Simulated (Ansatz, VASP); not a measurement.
Zr2Si4GePd in VASP and in Ansatz

```
Zr Si Ge Pd
1.0
    -2.96090    2.96090    3.77966
     2.96090   -2.96090    3.77966
     2.96090    2.96090   -3.77966
Zr Si Ge Pd
2 4 1 1
Direct
  0.50000 0.00000 0.50000
  0.00000 0.50000 0.50000
  0.95333 0.55117 0.00000
  0.55117 0.95333 0.00000
  0.04667 0.04667 0.59784
  0.44883 0.44883 0.40216
  0.50000 0.50000 0.00000
  0.00000 0.00000 0.00000
```

Change from the starting cell: species swapped into the K2SnHgSe4 type (I-42m, No. 121).

Alike in both runs: functional PBE; k mesh 4 × 4 × 4; occupations gaussian, width 0.2 eV; no spin polarisation.

Ansatz relaxed the structure, and its values are those at the end. VASP's run is a single point on that final structure, the one shown.

|  | VASP | Ansatz |
| --- | --- | --- |
| version | VASP 6.6.1 | Ansatz 0.2.0 |
| potentials or method | VASP PAW PBE potentials, release 64 (Zr_sv, Si, Ge_d, Pd), cutoff 520 eV | scalar-relativistic, plane waves, PAW |
| valence electrons in the cell | 64 | 72 |

|  | VASP | Ansatz | Ansatz less VASP |
| --- | --- | --- | --- |
| gap on the k mesh at the Fermi level (eV) | none | none | - |
| pressure (GPa) | -0.1 | -0.1 | -0.02 |
| rms of the force components (eV/Å) | 0.006 | 0.008 | +0.0017 |

A gap of «none» marks a metal or a gap that the smearing closes. VASP's potentials hold 64 valence electrons a cell and Ansatz's 72, so a difference there can come from the potentials and not from the codes.

The k mesh is coarse, so the values compare programs but aren't converged.
